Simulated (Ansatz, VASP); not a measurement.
Two plane-wave programs on MoS2

```
Mo S
1.0
     3.18427    0.00000    0.00000
    -1.59214    2.75766   -0.08273
     0.00000   -0.85256   28.41881
Mo S
3 6
Direct
  0.66667 0.33333 0.00000
  0.33333 0.66667 0.77144
  0.33333 0.66667 0.22856
  0.33333 0.66667 0.05464
  0.66667 0.33333 0.82608
  0.66667 0.33333 0.28318
  0.33333 0.66667 0.94536
  0.66667 0.33333 0.71682
  0.66667 0.33333 0.17392
```

Change from the starting cell: strain -0.0600 x Voigt [0, 0, 0, 1, 0, 0], atoms carried along.

Alike in both runs: task single point; functional r2SCAN; k mesh 12 × 12 × 1; occupations gaussian, width 0.05 eV; no spin polarisation.

|  | VASP | Ansatz |
| --- | --- | --- |
| version | VASP 6.6.1 | Ansatz 0.2.0 |
| potentials or method | VASP PAW PBE potentials, release 64 (Mo_sv, S), cutoff 520 eV | scalar-relativistic, plane waves, PAW |
| valence electrons in the cell | 78 | 78 |

Ansatz gave:

- gap on the k mesh at the Fermi level (eV): 1.22
- least direct gap on the mesh (eV): 1.71
- rms of the force components (eV/Å): 0.420

Problem. Which values does VASP return?

Solution. gap on the k mesh at the Fermi level (eV): 1.24; least direct gap on the mesh (eV): 1.72; rms of the force components (eV/Å): 0.420.

VASP's potentials were made for PBE, not for r2SCAN. Atom by atom the forces differ by 0.002 eV/Å (rms over components). With one functional, cell and mesh, what is left measures potentials, basis and numerics.
